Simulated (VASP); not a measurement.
# BaTiO3 in VASP: a series of runs, part 2 of 2

VASP 6.6.1. Earlier steps stand in the parts before.

## (3) Single point, r2SCAN+U

This run uses another cell than the first one, of 12.94 Å³/atom.

Contents of POSCAR:

```
BaTiO3
1.0
    2.8368574790      1.6378604291      2.3209152999
   -2.8368574790      1.6378604291      2.3209152999
    0.0000000000     -3.2757208583      2.3209152999
Ba Ti O
1 1 3
Direct
   -0.0015516603     -0.0015516603     -0.0015516603
    0.5061941581      0.5061941581      0.5061941581
    0.4907343279      0.9849898463      0.4907343279
    0.4907343279      0.4907343279      0.9849898463
    0.9849898463      0.4907343279      0.4907343279
```

Contents of INCAR.step1:

```
SYSTEM = BaTiO3
PREC = Accurate
ENCUT = 520
ISMEAR = 0
SIGMA = 0.02
LREAL = .False.
LASPH = .True.
NELM = 150
LMAXMIX = 4
LDAU = .True.
LDAUTYPE = 2
LDAUL = -1 2 -1
LDAUU = 0 4 0
LDAUJ = 0 0 0
NBANDS = 28
GGA = PE
ALGO = Normal
EDIFF = 1E-4
LWAVE = .True.
LCHARG = .False.
```

Contents of INCAR.step2:

```
SYSTEM = BaTiO3
PREC = Accurate
ENCUT = 520
EDIFF = 1E-6
ISMEAR = 0
SIGMA = 0.02
LREAL = .False.
LASPH = .True.
NELM = 150
ALGO = Normal
ISIF = 2
LWAVE = .False.
LCHARG = .False.
LMAXMIX = 4
LDAU = .True.
LDAUTYPE = 2
LDAUL = -1 2 -1
LDAUU = 0 4 0
LDAUJ = 0 0 0
LDAUPRINT = 1
METAGGA = R2SCAN
LMIXTAU = .True.
NBANDS = 28
ISTART = 1
```

Contents of KPOINTS:

```
regular mesh
0
Gamma
  6 6 6
  0 0 0
```

Potentials or basis: VASP PAW PBE potentials, release 64 (Ba_sv, Ti_sv, O).

Started as:

```bash
$ cat potpaw_PBE.64/Ba_sv/POTCAR potpaw_PBE.64/Ti_sv/POTCAR potpaw_PBE.64/O/POTCAR > POTCAR
$ cp INCAR.step1 INCAR
$ mpirun -np 1 vasp_std > vasp.out
$ cp INCAR.step2 INCAR
$ mpirun -np 1 vasp_std > vasp.out
```

OUTCAR:

```text
SYSTEM = BaTiO3
   PREC = Accurate
   ENCUT = 520
   EDIFF = 1E-6
   ISMEAR = 0
   LREAL = .False.
   LASPH = .True.
   NELM = 150
   ISIF = 2
   METAGGA = R2SCAN
   ISTART = 1

 ion  position               nearest neighbor table
   1  0.998  0.998  0.998-   4 2.80   3 2.80   5 2.80   5 2.84   3 2.84   3 2.84   5 2.84   4 2.84
                             4 2.84   4 2.89   3 2.89   5 2.89   2 3.43   2 3.46   2 3.46   2 3.46
   2  0.506  0.506  0.506-   3 1.92   5 1.92   4 1.92   3 2.09   5 2.09   4 2.09   1 3.43   1 3.46
                             1 3.46   1 3.46   1 3.49   1 3.49   1 3.49   1 3.54
   3  0.491  0.985  0.491-   2 1.92   2 2.09   1 2.80   1 2.84   1 2.84   1 2.89
   4  0.491  0.491  0.985-   2 1.92   2 2.09   1 2.80   1 2.84   1 2.84   1 2.89
   5  0.985  0.491  0.491-   2 1.92   2 2.09   1 2.80   1 2.84   1 2.84   1 2.89

  LATTYP: Found a trigonal (rhomboedric) cell.
 ALAT       =     4.0145977346
 COS(alpha) =     0.0013323984

  Lattice vectors:

 A1 = (   2.8368574790,   1.6378604291,   2.3209152999)
 A2 = (  -2.8368574790,   1.6378604291,   2.3209152999)
 A3 = (   0.0000000000,  -3.2757208583,   2.3209152999)

Analysis of symmetry for initial positions (statically):
=====================================================================
 Subroutine PRICEL returns:
 Original cell was already a primitive cell.

 Routine SETGRP: Setting up the symmetry group for a
 trigonal (rhombohedral) supercell.

 Subroutine GETGRP returns: Found  6 space group operations
 (whereof  6 operations were pure point group operations)
 out of a pool of 12 trial point group operations.

The static configuration has the point symmetry C_3v.

Analysis of symmetry for dynamics (positions and initial velocities):
=====================================================================
 Subroutine PRICEL returns:
 Original cell was already a primitive cell.

 Routine SETGRP: Setting up the symmetry group for a
 trigonal (rhombohedral) supercell.

 Subroutine GETGRP returns: Found  6 space group operations
 (whereof  6 operations were pure point group operations)
 out of a pool of 12 trial point group operations.

The dynamic configuration has the point symmetry C_3v.

 Subroutine INISYM returns: Found  6 space group operations
 (whereof  6 operations are pure point group operations),
 and found     1 'primitive' translations

----------------------------------------------------------------------------------------

                                     Primitive cell

  volume of cell :      64.7031

  direct lattice vectors                    reciprocal lattice vectors
     2.836857479  1.637860429  2.320915300     0.176251364  0.101758772  0.143621499
    -2.836857479  1.637860429  2.320915300    -0.176251364  0.101758772  0.143621499
     0.000000000 -3.275720858  2.320915300     0.000000000 -0.203517545  0.143621499

  length of vectors
     4.014597735  4.014597735  4.014597735     0.249091401  0.249091401  0.249091401

  position of ions in fractional coordinates (direct lattice)
     0.998448340  0.998448340  0.998448340
[... 108 lines left out ...]
   LORBIT       =      0    0 simple, 1 ext, 2 COOP (PROOUT), +10 PAW based schemes
 LDA+U is selected, type is set to LDAUTYPE =  2
   angular momentum for each species LDAUL =    -1    2   -1
   U (eV)           for each species LDAUU =   0.0  4.0  0.0
   J (eV)           for each species LDAUJ =   0.0  0.0  0.0
   METAGGA = R2SCAN    functional components
   LHFCALC =     F    Hartree Fock is set to
   AEXX    =    0.0000 exact exchange contribution
   IVDW    =     0    specifies the selected vdW correction
   LEPSILON=     F    determine dielectric tensor
   LRPA    =     F    only Hartree local field effects (RPA)
 non-spin polarized calculation
 Gauss-broadening in eV      SIGMA  =   0.02
  energy-cutoff  :      520.00
  volume of cell :       64.70
 maximum number of plane-waves:      1763
 NGX is ok and might be reduce to    30
   NGX = 15   NGY = 15   NGZ = 15

atom =   2  type =  2  l = 2

 onsite density matrix

spin component  1

  0.1481 -0.0000  0.0000  0.0660 -0.0000
 -0.0000  0.1873 -0.0000 -0.0000  0.0660
  0.0000 -0.0000  0.0981 -0.0000 -0.0000
  0.0660 -0.0000 -0.0000  0.1873  0.0000
 -0.0000  0.0660 -0.0000  0.0000  0.1481

spin component  2

  0.1481 -0.0000  0.0000  0.0660 -0.0000
 -0.0000  0.1873 -0.0000 -0.0000  0.0660
  0.0000 -0.0000  0.0981 -0.0000 -0.0000
  0.0660 -0.0000 -0.0000  0.1873  0.0000
 -0.0000  0.0660 -0.0000  0.0000  0.1481

 occupancies and eigenvectors

  o =  0.0981  v =  0.0000  0.0000 -1.0000  0.0000 -0.0000  0.0000  0.0000  0.0000  0.0000  0.0000      0.0000  0.0000  0.0000  0.0000  0.0000  0.0000  0.0000  0.0000  0.0000  0.0000
  o =  0.0981  v =  0.0000  0.0000  0.0000  0.0000  0.0000  0.0000  0.0000 -1.0000  0.0000 -0.0000      0.0000  0.0000  0.0000  0.0000  0.0000  0.0000  0.0000  0.0000  0.0000  0.0000
  o =  0.0989  v =  0.0000 -0.5980 -0.0000  0.0000  0.8015  0.0000  0.0000  0.0000  0.0000  0.0000      0.0000  0.0000  0.0000  0.0000  0.0000  0.0000  0.0000  0.0000  0.0000  0.0000
  o =  0.0989  v =  0.0000  0.0000  0.0000  0.0000  0.0000  0.0000 -0.5980 -0.0000  0.0000  0.8015      0.0000  0.0000  0.0000  0.0000  0.0000  0.0000  0.0000  0.0000  0.0000  0.0000
  o =  0.0989  v =  0.0000  0.0000  0.0000  0.0000  0.0000 -0.8015  0.0000  0.0000  0.5980 -0.0000      0.0000  0.0000  0.0000  0.0000  0.0000  0.0000  0.0000  0.0000  0.0000  0.0000
  o =  0.0989  v = -0.8015  0.0000  0.0000  0.5980 -0.0000  0.0000  0.0000  0.0000  0.0000  0.0000      0.0000  0.0000  0.0000  0.0000  0.0000  0.0000  0.0000  0.0000  0.0000  0.0000
  o =  0.2366  v =  0.0000  0.0000  0.0000  0.0000  0.0000  0.5980  0.0000  0.0000  0.8015 -0.0000      0.0000  0.0000  0.0000  0.0000  0.0000  0.0000  0.0000  0.0000  0.0000  0.0000
  o =  0.2366  v =  0.5980  0.0000  0.0000  0.8015 -0.0000  0.0000  0.0000  0.0000  0.0000  0.0000      0.0000  0.0000  0.0000  0.0000  0.0000  0.0000  0.0000  0.0000  0.0000  0.0000
  o =  0.2366  v =  0.0000  0.8015 -0.0000  0.0000  0.5980  0.0000  0.0000  0.0000  0.0000  0.0000      0.0000  0.0000  0.0000  0.0000  0.0000  0.0000  0.0000  0.0000  0.0000  0.0000
  o =  0.2366  v =  0.0000  0.0000  0.0000  0.0000  0.0000  0.0000  0.8015 -0.0000  0.0000  0.5980      0.0000  0.0000  0.0000  0.0000  0.0000  0.0000  0.0000  0.0000  0.0000  0.0000

 number of electron      40.0000009 magnetization

 Free energy of the ion-electron system (eV)
  ---------------------------------------------------
  ext. energy  EPLUGINS =         0.00000000
  ---------------------------------------------------
  free energy    TOTEN  =       -71.63808144 eV

  energy without entropy =      -71.63808144  energy(sigma->0) =      -71.63808144

 E-fermi :   3.7372     XC(G=0): -11.8660

 val. band max:        3.5698666059   @ k =   0.5000   0.5000   0.5000
 cond. band min:       6.4663994802   @ k =   0.0000   0.0000   0.0000
 fundamental gap:      2.8965328742
 Fermi energy:         3.7372094273

 k-point     1 :       0.0000    0.0000    0.0000
  band No.  band energies     occupation
      1     -56.2537      2.00000
      2     -31.3747      2.00000
      3     -31.3704      2.00000
      4     -31.3704      2.00000
      5     -21.9219      2.00000
      6     -14.2999      2.00000
[... 733 lines left out ...]
     27      12.3259      0.00000
     28      12.8126      0.00000

 [... further k-points ...]

------------------------ aborting loop because EDIFF is reached ----------------------------------------

  FORCE on cell =-STRESS in cart. coord.  units (eV):
  Direction    XX          YY          ZZ          XY          YZ          ZX
  --------------------------------------------------------------------------------------
  -------------------------------------------------------------------------------------
  Total        1.5942644      1.5942644      1.4767703      0.0000000     -0.0000000     -0.0000000
  in kB       39.4771664     39.4771664     36.5677789      0.0000000     -0.0000000     -0.0000000
  external PRESSURE =      38.5073706 kB  Pullay stress =       0.0000000 kB

 VOLUME and BASIS-vectors are now :
 -----------------------------------------------------------------------------
  energy-cutoff  :      520.00
  volume of cell :       64.70
      direct lattice vectors                 reciprocal lattice vectors
     2.836857479  1.637860429  2.320915300     0.176251364  0.101758772  0.143621499
    -2.836857479  1.637860429  2.320915300    -0.176251364  0.101758772  0.143621499
     0.000000000 -3.275720858  2.320915300     0.000000000 -0.203517545  0.143621499

 POSITION                                       TOTAL-FORCE (eV/Angst)
 -----------------------------------------------------------------------------------
      0.00000     -0.00000      6.95194         0.000000      0.000000     -0.019803
      0.00000     -0.00000      3.52450         0.000000      0.000000     -0.537496
     -1.40213      0.80952      4.56398        -0.221871      0.128097      0.185766
      0.00000     -1.61904      4.56398         0.000000     -0.256194      0.185766
      1.40213      0.80952      4.56398         0.221871      0.128097      0.185766
 -----------------------------------------------------------------------------------
    total drift:                               -0.000000     -0.000007     -0.005523

  FREE ENERGIE OF THE ION-ELECTRON SYSTEM (eV)
  ---------------------------------------------------
  free  energy   TOTEN  =       -71.6380814410 eV

  energy  without entropy=      -71.6380814410  energy(sigma->0) =      -71.63808144
```

Wall time 4.3 min (1 thread of Intel Xeon 8259CL, shared host); peak memory 0.21 GiB.

What came out:

```yaml
Free_energy: -71.6381 eV
Pressure: 3.9 GPa
Largest_force: 0.537 eV/Å
Band_gap_on_the_k_mesh: 2.90 eV (least direct gap 3.20 eV)
```

Forces on the atoms (eV/Å):
```
Ba   0.000  0.000 -0.020
Ti   0.000  0.000 -0.537
O   -0.222  0.128  0.186
O    0.000 -0.256  0.186
O    0.222  0.128  0.186
```

Eigenvalues of the final occupation matrices:
| site | spin | trace | eigenvalues |
| --- | --- | --- | --- |
| site 2 d | 1 | 0.77 | 0.10 0.10 0.10 0.24 0.24 |
| site 2 d | 2 | 0.77 | 0.10 0.10 0.10 0.24 0.24 |

Caveat: the cell stands under pressure; the PAW data sets were made with another functional, which shifts forces and pressure a little; spin-orbit coupling is left out, which moves the levels of the heavy elements. A k mesh can miss the band edges.
